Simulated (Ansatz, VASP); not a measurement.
Two plane-wave programs on TiO2

```xyz
6
Lattice="2.7299 -2.7305 0.0000 2.7299 2.7305 0.0000 -2.6567 0.0000 4.8389" Properties=species:S:1:pos:R:3 pbc="T T T"
Ti    2.0657    1.9981    1.2097
Ti    0.7373   -1.9981    3.6292
O    -0.6260   -0.6621    3.2283
O     3.4290    0.6621    1.6106
O     2.1006   -0.6621    4.0301
O     0.7024    0.6621    0.8088
```

Alike in both runs: task single point; functional PBEsol; k mesh 6 × 6 × 4; no spin polarisation.

|  | VASP | Ansatz |
| --- | --- | --- |
| version | VASP 6.6.1 | Ansatz 0.2.0 |
| potentials or method | VASP PAW PBE potentials, release 64 (Ti_sv, O), cutoff 520 eV | plane waves, PAW |
| occupations | gaussian, width 0.01 eV | fixed |
| valence electrons in the cell | 48 | 48 |

VASP gave:

| Property | Result |
| --- | --- |
| pressure (GPa) | -11.7 |
| traceless stress, the component that is largest in VASP (GPa) | -0.54 |

Task: What did Ansatz give for the same quantities?

Result: Pressure (GPa): -12.2; traceless stress, the component that is largest in VASP (GPa): -0.57.

VASP's potentials were made for PBE, not for PBEsol.
